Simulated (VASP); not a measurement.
Set up this calculation in VASP 6.6.1, as the native input.

```yaml
Task: single point
Functional: PBEsol
Potentials_or_basis: VASP PAW PBE potentials, release 64 (Rb_sv)
Cutoff: 520 eV
k_mesh: 12 × 12 × 12
Occupations: gaussian, width 0.15 eV
Spin: no spin polarisation
Dipole_correction: no
Further_INCAR_settings: ALGO = Normal; EDIFF = 1e-06; NBANDS = 10
```

The structure of Rb lies in POSCAR:

```
Rb
1.0
   -2.8901800000      2.8901800000      2.8901800000
    2.8901800000     -2.8901800000      2.8901800000
    2.8901800000      2.8901800000     -2.8901800000
Rb
1
Direct
    0.0000000000      0.0000000000      0.0000000000
```

This cell differs from its parent crystal: strain +0.030 along x and y, +0.030 along z.

The input as run:

INCAR

```
SYSTEM = Rb
PREC = Accurate
ENCUT = 520
EDIFF = 1E-6
ISMEAR = 0
SIGMA = 0.15
LREAL = .False.
LASPH = .True.
NELM = 80
ALGO = Normal
ISIF = 2
LWAVE = .False.
LCHARG = .True.
GGA = PS
LELF = .True.
LVHAR = .True.
NBANDS = 10
```

KPOINTS

```
regular mesh
0
Gamma
  12 12 12
  0 0 0
```

Potentials or basis: VASP PAW PBE potentials, release 64 (Rb_sv).

Command:

```console
$ cat potpaw_PBE.64/Rb_sv/POTCAR > POTCAR
$ mpirun -np 1 vasp_std > vasp.out
```

Results of the run:

```yaml
Pressure: -0.3 GPa
```

Caveat: the cell differs from its parent crystal (strain +0.030 along x and y, +0.030 along z); the PAW data sets were made with another functional, which shifts forces and pressure a little.

Wall time 2.2 min on 1 thread of AMD EPYC 7R13 (shared host), peak memory 0.23 GiB.
